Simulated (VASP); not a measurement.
# ZnO (Fm-3m) in VASP: further runs

The runs below take ZnO through single point, with HSE06, PBE-based screened hybrid with 50 % exact exchange, PBE-based screened hybrid with 15 % exact exchange.

All numbers are computed with VASP 6.6.1; they aren't measurements. Logs are shortened: lines on timing, memory, paths and dates and some standing lists are left out, and cuts for length are marked.

## Step 1: The cell of the first run

Symmetry: Fm-3m, No. 225, cubic system. Conventional cell: a = 4.268 Å, b = 4.268 Å, c = 4.268 Å, α = 90.00°, β = 90.00°, γ = 90.00°. Within 2.8 Å of Zn (site symmetry m-3m) lie 6 O at 2.13 Å. Within 2.8 Å of O (site symmetry m-3m) lie 6 Zn at 2.13 Å.

## Step 2: Single point, HSE06

POSCAR reads:

```
ZnO
1.0
    0.0000000000      2.1337703831      2.1337703831
    2.1337703831      0.0000000000      2.1337703831
    2.1337703831      2.1337703831      0.0000000000
Zn O
1 1
Direct
    0.0000000000      0.0000000000      0.0000000000
    0.5000000000      0.5000000000      0.5000000000
```

INCAR.step1 reads:

```
SYSTEM = ZnO
PREC     = Accurate       ! precision mode
ENCUT    = 520            ! plane-wave cutoff, eV
EDIFF    = 1E-5           ! SCF threshold, eV
ISMEAR   = 0              ! smearing method
SIGMA    = 0.01           ! smearing width, eV
LREAL    = .FALSE.        ! projectors in reciprocal space
LASPH    = .TRUE.         ! aspherical terms in the spheres
NELM     = 80             ! most SCF steps
ALGO     = Normal         ! electronic algorithm
ISIF     = 2              ! what is computed and relaxed
LWAVE    = .TRUE.         ! write WAVECAR
LCHARG   = .FALSE.        ! write CHGCAR
GGA      = PE             ! functional
NBANDS   = 16             ! bands
```

INCAR.step2 reads:

```
SYSTEM = ZnO
PREC     = Accurate       ! precision mode
ENCUT    = 520            ! plane-wave cutoff, eV
EDIFF    = 1E-7           ! SCF threshold, eV
ISMEAR   = 0              ! smearing method
SIGMA    = 0.01           ! smearing width, eV
LREAL    = .FALSE.        ! projectors in reciprocal space
LASPH    = .TRUE.         ! aspherical terms in the spheres
NELM     = 80             ! most SCF steps
ALGO     = Normal         ! electronic algorithm
ISIF     = 2              ! what is computed and relaxed
LWAVE    = .FALSE.        ! write WAVECAR
LCHARG   = .FALSE.        ! write CHGCAR
GGA      = PE             ! functional
LHFCALC  = .TRUE.         ! exact exchange
HFSCREEN = 0.2079         ! screening, 1/A
PRECFOCK = Normal       
ISTART   = 1            
NBANDS   = 16             ! bands
```

KPOINTS reads:

```
Automatic mesh
0
G
  4 4 4
  0 0 0
```

Potentials or basis: VASP PAW PBE potentials, release 64 (Zn, O).

Started as:

```bash
$ cat potpaw_PBE.64/Zn/POTCAR potpaw_PBE.64/O/POTCAR > POTCAR
$ cp INCAR.step1 INCAR
$ mpirun -np 1 vasp_std > vasp.out
$ cp INCAR.step2 INCAR
$ mpirun -np 1 vasp_std > vasp.out
```

OUTCAR:

```text
SYSTEM = ZnO
   PREC = Accurate
   ENCUT = 520
   EDIFF = 1E-7
   ISMEAR = 0
   LREAL = .FALSE.
   LASPH = .TRUE.
   NELM = 80
   ISIF = 2
   GGA = PE
   LHFCALC = .TRUE.
   HFSCREEN = 0.2079
   PRECFOCK = Normal
   ISTART = 1

 ion  position               nearest neighbor table
   1  0.000  0.000  0.000-   2 2.13   2 2.13   2 2.13   2 2.13   2 2.13   2 2.13
   2  0.500  0.500  0.500-   1 2.13   1 2.13   1 2.13   1 2.13   1 2.13   1 2.13

  LATTYP: Found a face centered cubic cell.
 ALAT       =     4.2675407662

  Lattice vectors:

 A1 = (   0.0000000000,   2.1337703831,   2.1337703831)
 A2 = (   2.1337703831,   0.0000000000,   2.1337703831)
 A3 = (   2.1337703831,   2.1337703831,   0.0000000000)

Analysis of symmetry for initial positions (statically):
=====================================================================
 Subroutine PRICEL returns:
 Original cell was already a primitive cell.

 Routine SETGRP: Setting up the symmetry group for a
 face centered cubic supercell.

 Subroutine GETGRP returns: Found 48 space group operations
 (whereof 48 operations were pure point group operations)
 out of a pool of 48 trial point group operations.

The static configuration has the point symmetry O_h .

Analysis of symmetry for dynamics (positions and initial velocities):
=====================================================================
 Subroutine PRICEL returns:
 Original cell was already a primitive cell.

 Routine SETGRP: Setting up the symmetry group for a
 face centered cubic supercell.

 Subroutine GETGRP returns: Found 48 space group operations
 (whereof 48 operations were pure point group operations)
 out of a pool of 48 trial point group operations.

The dynamic configuration has the point symmetry O_h .

 Subroutine INISYM returns: Found 48 space group operations
 (whereof 48 operations are pure point group operations),
 and found     1 'primitive' translations

----------------------------------------------------------------------------------------

                                     Primitive cell

  volume of cell :      19.4300

  direct lattice vectors                    reciprocal lattice vectors
     0.000000000  2.133770383  2.133770383    -0.234326994  0.234326994  0.234326994
     2.133770383  0.000000000  2.133770383     0.234326994 -0.234326994  0.234326994
     2.133770383  2.133770383  0.000000000     0.234326994  0.234326994 -0.234326994

  length of vectors
     3.017607015  3.017607015  3.017607015     0.405866259  0.405866259  0.405866259

  position of ions in fractional coordinates (direct lattice)
     0.000000000  0.000000000  0.000000000
     0.500000000  0.500000000  0.500000000

  ion indices of the primitive-cell ions
   primitive index   ion index
                 1           1
                 2           2

----------------------------------------------------------------------------------------

 KPOINTS: Automatic mesh

Automatic generation of k-mesh.
 Grid dimensions read from file:
 generate k-points for:    4    4    4

 Generating k-lattice:

  Cartesian coordinates                     Fractional coordinates (reciprocal lattice)
    -0.058581749  0.058581749  0.058581749     0.250000000  0.000000000  0.000000000
     0.058581749 -0.058581749  0.058581749     0.000000000  0.250000000  0.000000000
     0.058581749  0.058581749 -0.058581749     0.000000000  0.000000000  0.250000000

  Length of vectors
     0.101466565  0.101466565  0.101466565

  Shift w.r.t. Gamma in fractional coordinates (k-lattice)
     0.000000000  0.000000000  0.000000000

 Subroutine IBZKPT returns following result:
 ===========================================

 Found      8 irreducible k-points:

 Following reciprocal coordinates:
            Coordinates               Weight
  0.000000  0.000000  0.000000      1.000000
  0.250000  0.000000  0.000000      8.000000
  0.500000  0.000000  0.000000      4.000000
  0.250000  0.250000  0.000000      6.000000
  0.500000  0.250000  0.000000     24.000000
 -0.250000  0.250000  0.000000     12.000000
  0.500000  0.500000  0.000000      3.000000
 -0.250000  0.500000  0.250000      6.000000
   k-points           NKPTS =      8   k-points in BZ     NKDIM =     64   number of bands    NBANDS=     16
   number of dos      NEDOS =    301   number of ions     NIONS =      2
   total plane-waves  NPLWV =  13824
   dimension x,y,z NGX =    24 NGY =   24 NGZ =   24
   dimension x,y,z NGXF=    48 NGYF=   48 NGZF=   48
   ions per type =               1   1
   NGX,Y,Z   is equivalent  to a cutoff of  13.22, 13.22, 13.22 a.u.
   NGXF,Y,Z  is equivalent  to a cutoff of  26.44, 26.44, 26.44 a.u.
 SYSTEM =  ZnO
   PREC   = accura    normal or accurate (medium, high low for compatibility)
   ISTART =      1    job   : 0-new  1-cont  2-samecut
   ICHARG =      0    charge: 1-file 2-atom 10-const
   ISPIN  =      1    spin polarized calculation?
   LNONCOLLINEAR =      F non collinear calculations
   LSORBIT =      F    spin-orbit coupling
   LASPH  =      T    aspherical Exc in radial PAW
   ENCUT  =  520.0 eV  38.22 Ry    6.18 a.u.   5.61  5.61  5.61*2*pi/ulx,y,z
   NELM   =     80;   NELMIN=  2; NELMDL=  0     # of ELM steps
   EDIFF  = 0.1E-06   stopping-criterion for ELM
   LREAL  =      F    real-space projection
   EDIFFG = 0.1E-05   stopping-criterion for IOM
   NSW    =      0    number of steps for IOM
   IBRION =     -1    ionic relax: 0-MD 1-quasi-New 2-CG
   NFREE  =      0    steps in history (QN), initial steepest desc. (CG)
   ISIF   =      2    stress and relaxation
   ISYM   =      3    0-nonsym 1-usesym 2-fastsym
   POTIM  = 0.5000    time-step for ionic-motion
   TEBEG  =    0.0;   TEEND  =   0.0 temperature during run
   PSTRESS=    0.0 pullay stress
   NELECT =      18.0000    total number of electrons
   NUPDOWN=      -1.0000    fix difference up-down
   EMIN   =  10.00;   EMAX   =-10.00  energy-range for DOS
   EFERMI =   0.00;   METHOD = LEGACY
   ISMEAR =     0;   SIGMA  =   0.01  broadening in eV -4-tet -1-fermi 0-gaus
   EFERMI_NEDOS =   21; number of points for ismear=-14 and -15
   IALGO  =     38    algorithm
   IMIX   =      1    mixing-type and parameters
     AMIX     =   0.40;   BMIX     =  1.00
     AMIX_MAG =   1.60;   BMIX_MAG =  1.00
  volume/ion in A,a.u.               =       9.72        65.56
  Fermi-wavevector in a.u.,A,eV,Ry     =   1.595908  3.015830 34.653003  2.546924
  Thomas-Fermi vector in A             =   2.693754
   LORBIT       =      0    0 simple, 1 ext, 2 COOP (PROOUT), +10 PAW based schemes
   GGA     = PE    functional components
   LHFCALC =     T    Hartree Fock is set to
   PRECFOCK=normal    Normal, Fast or Accurate (Low or Medium for compatibility)
   ENCUT4O =  -1.0   cutoff for four orbital integrals eV
   NKREDX  =     1    reduce k-point grid by
   NKREDY  =     1    reduce k-point grid by
   NKREDZ  =     1    reduce k-point grid by
   AEXX    =    0.2500 exact exchange contribution
   HFSCREEN=    0.2079 screening length (either q_TF or 0.3 A-1)
   HFSCREENC=   0.2079 screening length for correlation (either q_TF or 0.3 A-1)
   ENCUTFOCK=  -1.0 apply spherical cutoff to Coloumb kernel
   IVDW    =     0    specifies the selected vdW correction
   LEPSILON=     F    determine dielectric tensor
   LRPA    =     F    only Hartree local field effects (RPA)
 non-spin polarized calculation
 Gauss-broadening in eV      SIGMA  =   0.01
  energy-cutoff  :      520.00
  volume of cell :       19.43
 maximum number of plane-waves:       544
 NGX is ok and might be reduce to    24
  NGX = 18; NGY = 18; NGZ = 18

 number of electron      18.0000003 magnetization

 Free energy of the ion-electron system (eV)
  ---------------------------------------------------
  ext. energy  EPLUGINS =         0.00000000
  ---------------------------------------------------
  free energy    TOTEN  =       -11.07313260 eV

  energy without entropy =      -11.07313260  energy(sigma->0) =      -11.07313260

 E-fermi :   1.6159     XC(G=0): -10.0527

 val. band max:        1.5367911392   @ k =   0.5000   0.0000   0.0000
 cond. band min:       4.2393501119   @ k =   0.0000   0.0000   0.0000
 fundamental gap:      2.7025589727
 Fermi energy:         1.6158651569

 k-point     1 :       0.0000    0.0000    0.0000
  band No.  band energies     occupation
      1     -18.5657      2.00000
      2      -4.4451      2.00000
      3      -4.4451      2.00000
      4      -4.4451      2.00000
      5      -4.3191      2.00000
      6      -4.3191      2.00000
[... 8 lines left out ...]
     15      23.7673      0.00000
     16      23.7673      0.00000

 k-point     2 :       0.2500    0.0000    0.0000
  band No.  band energies     occupation
      1     -17.9113      2.00000
      2      -5.0477      2.00000
      3      -4.8950      2.00000
      4      -4.8950      2.00000
      5      -4.2310      2.00000
      6      -4.2310      2.00000
[... 8 lines left out ...]
     15      24.8530      0.00000
     16      24.8530      0.00000

 k-point     3 :       0.5000    0.0000    0.0000
  band No.  band energies     occupation
      1     -17.1226      2.00000
      2      -6.4514      2.00000
      3      -5.3499      2.00000
      4      -5.3499      2.00000
      5      -4.0311      2.00000
      6      -4.0311      2.00000
[... 8 lines left out ...]
     15      28.7556      0.00000
     16      28.7557      0.00000

 k-point     4 :       0.2500    0.2500    0.0000
  band No.  band energies     occupation
      1     -17.7620      2.00000
      2      -5.3810      2.00000
      3      -4.6493      2.00000
      4      -4.3172      2.00000
      5      -4.3172      2.00000
      6      -4.2196      2.00000
[... 8 lines left out ...]
     15      30.3533      0.00000
     16      31.2089      0.00000

 k-point     5 :       0.5000    0.2500    0.0000
  band No.  band energies     occupation
      1     -17.0775      2.00000
      2      -5.4990      2.00000
      3      -5.0694      2.00000
      4      -4.8686      2.00000
      5      -4.1279      2.00000
      6      -3.9826      2.00000
[... 8 lines left out ...]
     15      30.0887      0.00000
     16      30.5220      0.00000

 k-point     6 :      -0.2500    0.2500    0.0000
  band No.  band energies     occupation
      1     -17.2473      2.00000
      2      -5.7448      2.00000
      3      -5.2128      2.00000
      4      -4.8805      2.00000
      5      -4.1524      2.00000
      6      -4.0010      2.00000
[... 8 lines left out ...]
     15      26.2138      0.00000
     16      27.5939      0.00000

 k-point     7 :       0.5000    0.5000    0.0000
  band No.  band energies     occupation
      1     -17.0175      2.00000
      2      -4.8546      2.00000
      3      -4.2704      2.00000
      4      -4.1195      2.00000
      5      -3.9082      2.00000
      6      -3.9082      2.00000
[... 8 lines left out ...]
     15      31.0693      0.00000
     16      35.4679      0.00000

 k-point     8 :      -0.2500    0.5000    0.2500
  band No.  band energies     occupation
      1     -16.9128      2.00000
      2      -5.0871      2.00000
      3      -4.8966      2.00000
      4      -4.8966      2.00000
      5      -3.9080      2.00000
      6      -3.7496      2.00000
[... 8 lines left out ...]
     15      25.0799      0.00000
     16      32.9481      0.00000

------------------------ aborting loop because EDIFF is reached ----------------------------------------

  FORCE on cell =-STRESS in cart. coord.  units (eV):
  Direction    XX          YY          ZZ          XY          YZ          ZX
  --------------------------------------------------------------------------------------
  -------------------------------------------------------------------------------------
  Total        0.2950612      0.2950612      0.2950612      0.0000000     -0.0000000     -0.0000000
  in kB       24.3304227     24.3304227     24.3304227      0.0000000     -0.0000000     -0.0000000
  external PRESSURE =      24.3304227 kB  Pullay stress =       0.0000000 kB

 VOLUME and BASIS-vectors are now :
 -----------------------------------------------------------------------------
  energy-cutoff  :      520.00
  volume of cell :       19.43
      direct lattice vectors                 reciprocal lattice vectors
     0.000000000  2.133770383  2.133770383    -0.234326994  0.234326994  0.234326994
     2.133770383  0.000000000  2.133770383     0.234326994 -0.234326994  0.234326994
     2.133770383  2.133770383  0.000000000     0.234326994  0.234326994 -0.234326994

 POSITION                                       TOTAL-FORCE (eV/Angst)
 -----------------------------------------------------------------------------------
      0.00000      0.00000      0.00000         0.000000      0.000000      0.000000
      2.13377      2.13377      2.13377        -0.000000      0.000000     -0.000000
 -----------------------------------------------------------------------------------
    total drift:                               -0.000001     -0.000001     -0.000001

  FREE ENERGIE OF THE ION-ELECTRON SYSTEM (eV)
  ---------------------------------------------------
  free  energy   TOTEN  =       -11.0731326011 eV

  energy  without entropy=      -11.0731326011  energy(sigma->0) =      -11.07313260
```

It took 5 min on 1 thread of AMD EPYC 7R43 (Zen 3), shared host; peak memory 0.21 GiB.

Results:

```yaml
Free_energy: -11.0731 eV
Pressure: 2.4 GPa
Band_gap_on_the_k_mesh: 2.70 eV (least direct gap 3.94 eV)
```

Caveat: the k points lie up to 0.64 Å⁻¹ apart; the PAW data sets were made with another functional, which shifts forces and pressure a little.

(Continued in part 2 of 2.)
